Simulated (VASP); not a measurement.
**TiSi2: single point with PBEsol**

TiSi2:

```
Ti Si
1.0
     0.00000    4.11800    4.26150
     2.38650    0.00000    4.26150
     2.38650    4.11800    0.00000
Ti Si
2 4
Direct
  0.75000 0.75000 0.75000
  0.50000 0.50000 0.50000
  0.08300 0.41700 0.08300
  0.41700 0.08300 0.41700
  0.16700 0.83300 0.16700
  0.83300 0.16700 0.83300
```

| Quantity | Value |
| --- | --- |
| Program | VASP 6.6.1 |
| Task | single point |
| Functional | PBEsol |
| Potentials or basis | VASP PAW PBE potentials, release 64 (Ti_sv, Si) |
| Cutoff | 520 eV |
| k mesh | 6 × 6 × 6 |
| Occupations | gaussian, width 0.1 eV |
| Spin | no spin polarisation |
| Dipole correction | no |
| Further INCAR settings | ALGO = Normal; EDIFF = 1e-06; NBANDS = 29 |

The pressure is -1.6 GPa. The largest force is 0.138 eV/Å and the band gap on the k mesh is zero (band 20 reaches 10.74 eV, above the bottom of band 21 at 8.99 eV).

Forces in eV/Å, atoms in the order of the input:
```
Ti   0.000  0.000  0.000
Ti   0.000  0.000  0.000
Si   0.000  0.138  0.000
Si   0.000 -0.138  0.000
Si   0.000 -0.138  0.000
Si   0.000  0.138  0.000
```

Stress tensor (GPa, compression positive):
```
-0.75  0.00  0.00
 0.00 -1.58  0.00
 0.00  0.00 -2.57
```

Levels at points of the mesh, in eV from the Fermi level:
| k point | band 17 | band 18 | band 19 | band 20 | band 21 | band 22 | band 23 | band 24 |
| --- | --- | --- | --- | --- | --- | --- | --- | --- |
| (0.00, 0.00, 0.00) | -2.32 | -2.00 | -1.78 | -1.57 | -1.01 | 1.95 | 3.13 | 3.25 |
| (0.50, 0.00, 0.00) | -2.05 | -1.16 | -0.12 | 0.09 | 0.97 | 1.29 | 1.71 | 2.18 |
| (0.50, 0.50, 0.00) | -1.66 | -1.66 | -1.11 | -1.11 | 0.73 | 0.73 | 3.17 | 3.17 |
| (0.50, 0.00, 0.50) | -2.48 | -2.48 | -0.93 | -0.93 | 1.19 | 1.19 | 3.22 | 3.22 |
| (0.00, 0.50, 0.50) | -1.33 | -1.33 | -0.72 | -0.72 | 0.85 | 0.85 | 2.22 | 2.22 |

Wall time 82 s on 1 thread of AMD EPYC 9R45 96-Core Processor (Zen 5), with other jobs on the host, peak memory 0.25 GiB.

Caveat: the PAW data sets were made with another functional, which shifts forces and pressure a little.
